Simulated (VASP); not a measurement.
Here is a VASP 6.6.1 calculation.

INCAR

```
SYSTEM = PtSe2
PREC = Accurate
ENCUT = 520
EDIFF = 1E-6
ISMEAR = -1
SIGMA = 0.112
LREAL = .FALSE.
LASPH = .TRUE.
NELM = 80
ALGO = Normal
ISIF = 2
LWAVE = .FALSE.
LCHARG = .FALSE.
GGA = PE
NBANDS = 56
```

KPOINTS

```
regular mesh
0
G
  3 3 4
  0 0 0
```

Contents of POSCAR:

```
PtSe2
1.0
    7.4573199301      0.0000000000      0.0000000000
   -3.7286599650      6.4582285036      0.0000000000
    0.0000000000      0.0000000000      5.2770333951
Pt Se
4 8
Direct
   -0.0016371438     -0.0012175165     -0.0033930049
    0.0015069958      0.5054805661     -0.0029740195
    0.5061038759      0.0022100488      0.0023270651
    0.4998824309      0.4956617745      0.0024286373
    0.1592433126      0.3353133137      0.2369511251
    0.3270150149      0.1663883524      0.7573599977
    0.1629138130      0.8337063325      0.2409454147
    0.3208524108      0.6660393013      0.7618117414
    0.6729647828      0.3383708085      0.2562144104
    0.8301557783      0.1544367777      0.7528883565
    0.6765152956      0.8379983763      0.2316399970
    0.8358730221      0.6624729982      0.7661694928
```

Potentials or basis: VASP PAW PBE potentials, release 64 (Pt, Se).

Command:

```bash
$ cat potpaw_PBE.64/Pt/POTCAR potpaw_PBE.64/Se/POTCAR > POTCAR
$ mpirun -np 1 vasp_std > vasp.out
```

**Question.** Predict the largest force.

**Answer.** 1.437 eV/Å.

**Question.** Estimate the pressure.

**Answer.** 6.0 GPa.

Forces in eV/Å, atoms in the order of the input:
```
Pt   0.466  0.200  0.025
Pt  -0.161 -1.144  0.515
Pt  -0.853 -0.061  0.023
Pt  -0.496  0.493 -0.037
Se   0.485 -0.079  0.648
Se   0.657 -0.036 -0.372
Se   0.402  0.310  0.640
Se   1.191  0.274 -0.756
Se  -0.071 -0.311 -0.119
Se  -0.336  0.821 -0.517
Se  -0.601 -0.609  1.036
Se  -0.684  0.142 -1.085
```

Caveat: the cell stands under pressure; the atoms stand as in a frame of molecular dynamics; forces of over 1 eV/Å act on the atoms, so gaps and moduli don't describe the material at rest.
